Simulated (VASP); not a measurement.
Input of a VASP 6.6.1 run:

INCAR

```
SYSTEM = HgTe
PREC = Accurate
ENCUT = 520
EDIFF = 1E-8
ISMEAR = -1
SIGMA = 0.08
LREAL = .False.
LASPH = .True.
NELM = 60
ALGO = Normal
ISIF = 2
LWAVE = .False.
LCHARG = .False.
GGA = PE
LEFG = .True.
NBANDS = 16
```

File KPOINTS:

```
Automatic mesh
0
Gamma
  12 12 12
  0 0 0
```

POSCAR

```
HgTe
1.0
    0.0000000000      2.9215000000      2.9215000000
    2.9215000000      0.0000000000      2.9215000000
    2.9215000000      2.9215000000      0.0000000000
Hg Te
1 1
Direct
    0.0000000000      0.0000000000      0.0000000000
    0.5000000000      0.5000000000      0.5000000000
```

Potentials or basis: VASP PAW PBE potentials, release 64 (Hg, Te).

Launch:

```bash
$ cat potpaw_PBE.64/Hg/POTCAR potpaw_PBE.64/Te/POTCAR > POTCAR
$ mpirun -np 1 vasp_std > vasp.out
```

Problem. What does it give for the pressure?

Solution. 10.7 GPa.

Problem. What does it give for the band gap on the k mesh?

Solution. Zero (band 9 reaches 6.37 eV, above the bottom of band 10 at 3.13 eV).

Caveat: without QUAD_EFG the Cq values of the log hold for a quadrupole moment of 1 mb, not for the nuclei; spin-orbit coupling is left out, which moves the levels of the heavy elements.
